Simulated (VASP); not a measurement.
# Mn3ZnNi (Pm-3m) in VASP: further runs

The runs below take Mn3ZnNi through single point, with PBE, PBE+D4.

Program: VASP 6.6.1. These are calculated values, not measurements. Logs are shortened: lines on timing, memory, paths and dates and some standing lists are left out, and cuts for length are marked.

## 1. The cell of the first run

Symmetry: Pm-3m, No. 221, cubic system. Conventional cell: a = 3.989 Å, b = 3.989 Å, c = 3.989 Å, α = 90.00°, β = 90.00°, γ = 90.00°. Mn (site symmetry 4/mmm) has 2 Ni at 1.99 Å within 2.6 Å. Within 3.7 Å of Zn (site symmetry m-3m) lie 12 Mn at 2.82 Å and 8 Ni at 3.45 Å. Within 2.6 Å of Ni (site symmetry m-3m) lie 6 Mn at 1.99 Å.

## 2. Single point, PBE

INCAR reads:

```
ALGO = Normal ; EDIFF = 1E-6
ENCUT = 600 ; GGA = PE
GGA_COMPAT = False ; ISIF = 2
ISMEAR = -1 ; LASPH = True
LCHARG = True ; LELF = True
LREAL = False ; LVHAR = True
LWAVE = False ; NBANDS = 38
NELM = 120 ; PREC = Accurate
SIGMA = 0.1
```

KPOINTS reads:

```
k-points
0
Gamma
  5 5 5
```

POSCAR reads:

```
Mn3ZnNi
1.0
    3.9892460000      0.0000000000      0.0000000000
    0.0000000000      3.9892460000      0.0000000000
    0.0000000000      0.0000000000      3.9892460000
Mn Zn Ni
3 1 1
Direct
    0.0000000000      0.5000000000      0.5000000000
    0.5000000000      0.0000000000      0.5000000000
    0.5000000000      0.5000000000      0.0000000000
    0.0000000000      0.0000000000      0.0000000000
    0.5000000000      0.5000000000      0.5000000000
```

Potentials or basis: VASP PAW PBE potentials, release 64 (Mn_pv, Zn, Ni).

Started as:

```console
$ cat potpaw_PBE.64/Mn_pv/POTCAR potpaw_PBE.64/Zn/POTCAR potpaw_PBE.64/Ni/POTCAR > POTCAR
$ mpirun -np 1 vasp_std > vasp.out
```

OUTCAR:

```text
EDIFF = 1E-6
   ENCUT = 600
   GGA = PE
   ISIF = 2
   ISMEAR = -1
   LASPH = True
   LREAL = False
   NELM = 120
   PREC = Accurate

 ion  position               nearest neighbor table
   1  0.000  0.500  0.500-   5 1.99   5 1.99   4 2.82   2 2.82   3 2.82   4 2.82   2 2.82   4 2.82
                             4 2.82   2 2.82   3 2.82   3 2.82   3 2.82   2 2.82
   2  0.500  0.000  0.500-   5 1.99   5 1.99   4 2.82   1 2.82   3 2.82   4 2.82   1 2.82   3 2.82
                             3 2.82   3 2.82   1 2.82   4 2.82   4 2.82   1 2.82
   3  0.500  0.500  0.000-   5 1.99   5 1.99   4 2.82   1 2.82   1 2.82   2 2.82   2 2.82   2 2.82
                             4 2.82   2 2.82   1 2.82   4 2.82   1 2.82   4 2.82
   4  0.000  0.000  0.000-   1 2.82   2 2.82   3 2.82   1 2.82   2 2.82   1 2.82   3 2.82   1 2.82
                             2 2.82   3 2.82   2 2.82   3 2.82
   5  0.500  0.500  0.500-   1 1.99   2 1.99   3 1.99   3 1.99   2 1.99   1 1.99

  LATTYP: Found a simple cubic cell.
 ALAT       =     3.9892460000

  Lattice vectors:

 A1 = (   3.9892460000,   0.0000000000,   0.0000000000)
 A2 = (   0.0000000000,   3.9892460000,   0.0000000000)
 A3 = (   0.0000000000,   0.0000000000,   3.9892460000)

Analysis of symmetry for initial positions (statically):
=====================================================================
 Subroutine PRICEL returns:
 Original cell was already a primitive cell.

 Routine SETGRP: Setting up the symmetry group for a
 simple cubic supercell.

 Subroutine GETGRP returns: Found 48 space group operations
 (whereof 48 operations were pure point group operations)
 out of a pool of 48 trial point group operations.

The static configuration has the point symmetry O_h .

Analysis of symmetry for dynamics (positions and initial velocities):
=====================================================================
 Subroutine PRICEL returns:
 Original cell was already a primitive cell.

 Routine SETGRP: Setting up the symmetry group for a
 simple cubic supercell.

 Subroutine GETGRP returns: Found 48 space group operations
 (whereof 48 operations were pure point group operations)
 out of a pool of 48 trial point group operations.

The dynamic configuration has the point symmetry O_h .

 Subroutine INISYM returns: Found 48 space group operations
 (whereof 48 operations are pure point group operations),
 and found     1 'primitive' translations

[... 80 lines left out ...]
   LNONCOLLINEAR =      F non collinear calculations
   LSORBIT =      F    spin-orbit coupling
   LASPH  =      T    aspherical Exc in radial PAW
   ENCUT  =  600.0 eV  44.10 Ry    6.64 a.u.   7.97  7.97  7.97*2*pi/ulx,y,z
   NELM   =    120;   NELMIN=  2; NELMDL= -5     # of ELM steps
   EDIFF  = 0.1E-05   stopping-criterion for ELM
   LREAL  =      F    real-space projection
[... 7 lines left out ...]
   TEBEG  =    0.0;   TEEND  =   0.0 temperature during run
   PSTRESS=    0.0 pullay stress
   NELECT =      61.0000    total number of electrons
   NUPDOWN=      -1.0000    fix difference up-down
   EMIN   =  10.00;   EMAX   =-10.00  energy-range for DOS
   EFERMI =   0.00;   METHOD = LEGACY
   ISMEAR =    -1;   SIGMA  =   0.10  broadening in eV -4-tet -1-fermi 0-gaus
   EFERMI_NEDOS =   21; number of points for ismear=-14 and -15
   IALGO  =     38    algorithm
   IMIX   =      4    mixing-type and parameters
     AMIX     =   0.40;   BMIX     =  1.00
     AMIX_MAG =   1.60;   BMIX_MAG =  1.00
  volume/ion in A,a.u.               =      12.70        85.68
  Fermi-wavevector in a.u.,A,eV,Ry     =   1.615452  3.052761 35.506906  2.609684
  Thomas-Fermi vector in A             =   2.710197
   LORBIT       =      0    0 simple, 1 ext, 2 COOP (PROOUT), +10 PAW based schemes
   GGA     = PE    functional components
   LHFCALC =     F    Hartree Fock is set to
   AEXX    =    0.0000 exact exchange contribution
   IVDW    =     0    specifies the selected vdW correction
   LEPSILON=     F    determine dielectric tensor
   LRPA    =     F    only Hartree local field effects (RPA)
 non-spin polarized calculation
  energy-cutoff  :      600.00
  volume of cell :       63.49
 maximum number of plane-waves:      2146
 NGX is ok and might be reduce to    32
   NGX = 15   NGY = 15   NGZ = 15

 number of electron      61.0000040 magnetization

 Free energy of the ion-electron system (eV)
  ---------------------------------------------------
  ext. energy  EPLUGINS =         0.00000000
  ---------------------------------------------------
  free energy    TOTEN  =       -25.70582017 eV

  energy without entropy =      -25.32030407  energy(sigma->0) =      -25.51306212

 E-fermi :   7.5596     XC(G=0): -12.6278

 val. band max:        7.4806452441   @ k =   0.2000   0.2000   0.2000
 cond. band min:       7.5756885734   @ k =   0.4000   0.2000   0.0000
 fundamental gap:      0.0950433294
 Fermi energy:         7.5595548936

 k-point     1 :       0.0000    0.0000    0.0000
  band No.  band energies     occupation
      1     -40.8655      2.00000
      2     -40.8655      2.00000
      3     -40.8655      2.00000
      4     -40.3427      2.00000
      5     -40.3427      2.00000
      6     -40.3427      2.00000
[... 399 lines left out ...]
     37       8.5920      0.00007
     38       8.5920      0.00007

------------------------ aborting loop because EDIFF is reached ----------------------------------------

  FORCE on cell =-STRESS in cart. coord.  units (eV):
  Direction    XX          YY          ZZ          XY          YZ          ZX
  --------------------------------------------------------------------------------------
  -------------------------------------------------------------------------------------
  Total       11.5031844     11.5031844     11.5031844      0.0000000     -0.0000000      0.0000000
  in kB      290.3061317    290.3061317    290.3061317      0.0000000     -0.0000000      0.0000000
  external PRESSURE =     290.3061317 kB  Pullay stress =       0.0000000 kB

 VOLUME and BASIS-vectors are now :
 -----------------------------------------------------------------------------
  energy-cutoff  :      600.00
  volume of cell :       63.49
      direct lattice vectors                 reciprocal lattice vectors
     3.989246000  0.000000000  0.000000000     0.250673937  0.000000000  0.000000000
     0.000000000  3.989246000  0.000000000     0.000000000  0.250673937  0.000000000
     0.000000000  0.000000000  3.989246000     0.000000000  0.000000000  0.250673937

 POSITION                                       TOTAL-FORCE (eV/Angst)
 -----------------------------------------------------------------------------------
      0.00000      1.99462      1.99462         0.000000      0.000000      0.000000
      1.99462      0.00000      1.99462         0.000000      0.000000      0.000000
      1.99462      1.99462      0.00000         0.000000      0.000000      0.000000
      0.00000      0.00000      0.00000         0.000000      0.000000      0.000000
      1.99462      1.99462      1.99462         0.000000      0.000000      0.000000
 -----------------------------------------------------------------------------------
    total drift:                                0.000000     -0.000000     -0.000000

  FREE ENERGIE OF THE ION-ELECTRON SYSTEM (eV)
  ---------------------------------------------------
  free  energy   TOTEN  =       -25.7058201670 eV

  energy  without entropy=      -25.3203040735  energy(sigma->0) =      -25.51306212
```

stdout:

```text
POSCAR found type information on POSCAR MnZnNi
 POSCAR found :  3 types and       5 ions
 scaLAPACK will be used
 LDA part: xc-table for (Slater+PW92), standard interpolation
 POSCAR, INCAR and KPOINTS ok, starting setup
 FFT: planning ... GRIDC
 FFT: planning ... GRID_SOFT
 FFT: planning ... GRID
 WAVECAR not read
 entering main loop
```

Wall time 80 s (1 thread of Intel Xeon 8259CL, shared host); peak memory 0.16 GiB.

Results:

| Quantity | Value |
| --- | --- |
| Free energy | -25.7058 eV |
| Pressure | 29.0 GPa |
| Band gap on the k mesh | zero (an odd number of electrons rules out a gap without spin polarisation) |

Levels at points of the mesh, in eV from the Fermi level:
| k point | band 26 | band 27 | band 28 | band 29 | band 30 | band 31 | band 32 | band 33 | band 34 | band 35 |
| --- | --- | --- | --- | --- | --- | --- | --- | --- | --- | --- |
| (0.00, 0.00, 0.00) | -0.30 | 0.27 | 0.27 | 0.27 | 0.39 | 0.39 | 0.39 | 0.61 | 0.61 | 0.61 |

Caveat: the cell stands under pressure; the run has no spin polarisation, though such a crystal can be magnetic. Spin polarisation is off, so any magnetic state and its effect on volume and gap are missing.

## 3. Single point, PBE+D4

INCAR reads:

```
SYSTEM = Mn3ZnNi
PREC     = Accurate       ! precision mode
ENCUT    = 600            ! plane-wave cutoff, eV
EDIFF    = 1E-6           ! SCF threshold, eV
ISMEAR   = -4             ! smearing method
SIGMA    = 0.1            ! smearing width, eV
LREAL    = .FALSE.        ! projectors in reciprocal space
LASPH    = .TRUE.         ! aspherical terms in the spheres
NELM     = 120            ! most SCF steps
ALGO     = Normal         ! electronic algorithm
ISIF     = 2              ! what is computed and relaxed
LWAVE    = .FALSE.        ! write WAVECAR
LCHARG   = .TRUE.         ! write CHGCAR
GGA      = PE             ! functional
IVDW     = 13             ! dispersion correction
LELF     = .TRUE.         ! ELF
LVHAR    = .TRUE.       
NBANDS   = 38             ! bands
GGA_COMPAT= .FALSE.
```

KPOINTS reads:

```
Automatic mesh
0
G
  5 5 5
  0 0 0
```

POSCAR is that of step 2.

Potentials or basis: VASP PAW PBE potentials, release 64 (Mn_pv, Zn, Ni).

Started as:

```console
$ cat potpaw_PBE.64/Mn_pv/POTCAR potpaw_PBE.64/Zn/POTCAR potpaw_PBE.64/Ni/POTCAR > POTCAR
$ mpirun -np 1 vasp_std > vasp.out
```

OUTCAR:

```text
SYSTEM = Mn3ZnNi
   PREC = Accurate
   ENCUT = 600
   EDIFF = 1E-6
   ISMEAR = -4
   LREAL = .FALSE.
   LASPH = .TRUE.
   NELM = 120
   ISIF = 2
   GGA = PE
   IVDW = 13

 ion  position               nearest neighbor table
   1  0.000  0.500  0.500-   5 1.99   5 1.99   4 2.82   2 2.82   3 2.82   4 2.82   2 2.82   4 2.82
                             4 2.82   2 2.82   3 2.82   3 2.82   3 2.82   2 2.82
   2  0.500  0.000  0.500-   5 1.99   5 1.99   4 2.82   1 2.82   3 2.82   4 2.82   1 2.82   3 2.82
                             3 2.82   3 2.82   1 2.82   4 2.82   4 2.82   1 2.82
   3  0.500  0.500  0.000-   5 1.99   5 1.99   4 2.82   1 2.82   1 2.82   2 2.82   2 2.82   2 2.82
                             4 2.82   2 2.82   1 2.82   4 2.82   1 2.82   4 2.82
   4  0.000  0.000  0.000-   1 2.82   2 2.82   3 2.82   1 2.82   2 2.82   1 2.82   3 2.82   1 2.82
                             2 2.82   3 2.82   2 2.82   3 2.82
   5  0.500  0.500  0.500-   1 1.99   2 1.99   3 1.99   3 1.99   2 1.99   1 1.99

  LATTYP: Found a simple cubic cell.
 ALAT       =     3.9892460000

  Lattice vectors:

 A1 = (   3.9892460000,   0.0000000000,   0.0000000000)
 A2 = (   0.0000000000,   3.9892460000,   0.0000000000)
 A3 = (   0.0000000000,   0.0000000000,   3.9892460000)

Analysis of symmetry for initial positions (statically):
[... 174 lines left out ...]
 k-point     1 :       0.0000    0.0000    0.0000
  band No.  band energies     occupation
      1     -40.8819      2.00000
      2     -40.8819      2.00000
      3     -40.8819      2.00000
      4     -40.3476      2.00000
      5     -40.3476      2.00000
      6     -40.3476      2.00000
[... 399 lines left out ...]
     37       8.5886      0.00000
     38       8.5886      0.00000

------------------------ aborting loop because EDIFF is reached ----------------------------------------

  DFT-D4 for vdW energy calculation

  Edisp (eV):   -1.81655

  FORCE on cell =-STRESS in cart. coord.  units (eV):
  Direction    XX          YY          ZZ          XY          YZ          ZX
  --------------------------------------------------------------------------------------
  -------------------------------------------------------------------------------------
  Total       9.65811     9.65811     9.65811     0.00000     0.00000     0.00000
  in kB     243.74205   243.74205   243.74205     0.00000     0.00000     0.00000
  external pressure =      243.74 kB  Pullay stress =        0.00 kB

 VOLUME and BASIS-vectors are now :
 -----------------------------------------------------------------------------
  energy-cutoff  :      600.00
  volume of cell :       63.49
      direct lattice vectors                 reciprocal lattice vectors
     3.989246000  0.000000000  0.000000000     0.250673937  0.000000000  0.000000000
     0.000000000  3.989246000  0.000000000     0.000000000  0.250673937  0.000000000
     0.000000000  0.000000000  3.989246000     0.000000000  0.000000000  0.250673937

 POSITION                                       TOTAL-FORCE (eV/Angst)
 -----------------------------------------------------------------------------------
      0.00000      1.99462      1.99462         0.000000      0.000000      0.000000
      1.99462      0.00000      1.99462         0.000000      0.000000      0.000000
      1.99462      1.99462      0.00000         0.000000      0.000000      0.000000
      0.00000      0.00000      0.00000         0.000000      0.000000      0.000000
      1.99462      1.99462      1.99462         0.000000      0.000000      0.000000
 -----------------------------------------------------------------------------------
    total drift:                                0.000000     -0.000000     -0.000000

  FREE ENERGIE OF THE ION-ELECTRON SYSTEM (eV)
  ---------------------------------------------------
  free  energy   TOTEN  =       -27.2656641383 eV

  energy  without entropy=      -27.2656641383  energy(sigma->0) =      -27.26566414
```

Run time: 73 s. Hardware: 1 thread of Intel Xeon 8259CL, shared host; peak memory 0.16 GiB.

What came out:

* Free energy: -27.2657 eV
* Pressure: 24.4 GPa
* Band gap on the k mesh: zero (an odd number of electrons rules out a gap without spin polarisation)
* Dispersion energy per atom: -0.363 eV

Caveat: the cell stands under pressure; the run has no spin polarisation, though such a crystal can be magnetic; tetrahedron occupations give inexact forces and stress in metals. Spin polarisation is off, so any magnetic state and its effect on volume and gap are missing.

## 4. Single point, PBE

INCAR reads:

```
SYSTEM = Mn3ZnNi
PREC = Accurate
ENCUT = 600
EDIFF = 1E-6
ISMEAR = 1
SIGMA = 0.01
LREAL = .FALSE.
LASPH = .TRUE.
NELM = 120
ALGO = Normal
ISIF = 2
LWAVE = .FALSE.
LCHARG = .TRUE.
GGA = PE
LELF = .TRUE.
LVHAR = .TRUE.
NBANDS = 38
GGA_COMPAT = .FALSE.
```

KPOINTS reads:

```
regular mesh
0
G
  5 5 5
  0 0 0
```

POSCAR is that of step 3.

Started as:

```console
$ cat potpaw_PBE.64/Mn_pv/POTCAR potpaw_PBE.64/Zn/POTCAR potpaw_PBE.64/Ni/POTCAR > POTCAR
$ mpirun -np 1 vasp_std > vasp.out
```

It took 78 s on 1 thread of Intel Xeon 8259CL, shared host; peak memory 0.16 GiB.

The run converged. Its results:

```yaml
Free_energy: -25.5103 eV
Pressure: 28.3 GPa
Band_gap_on_the_k_mesh: zero (an odd number of electrons rules out a gap without spin polarisation)
```

Levels at points of the mesh, in eV from the Fermi level:
| k point | band 28 | band 29 | band 30 | band 31 | band 32 | band 33 |
| --- | --- | --- | --- | --- | --- | --- |
| (0.00, 0.00, 0.00) | 0.24 | 0.24 | 0.37 | 0.37 | 0.37 | 0.57 |

Caveat: the cell stands under pressure; the run has no spin polarisation, though such a crystal can be magnetic.

## 5. Summary

| level | smearing | gap on the mesh (eV) | pressure (GPa) |
| --- | --- | --- | --- |
| PBE | fermi-dirac 0.1 eV | none | 29.0 |
| PBE+D4 | tetrahedron | none | 24.4 |
| PBE | methfessel-paxton 0.01 eV | none | 28.3 |

Alike in all rows: task single point; potentials or basis VASP PAW PBE potentials, release 64 (Mn_pv, Zn, Ni); no spin polarisation; cell as given; k mesh 5 × 5 × 5; cutoff (eV) 600.

The pressure there spans 24.4 GPa (PBE+D4) to 29.0 GPa (PBE); a positive pressure means that this level wants a larger cell, a negative one a smaller.

Caveats: the cell stands under pressure; the run has no spin polarisation, though such a crystal can be magnetic; tetrahedron occupations give inexact forces and stress in metals (at least some runs).

Absolute energies hang on the potentials; compare differences alone.

The gap in the log of VASP goes by the Fermi energy; the results here count the filled bands.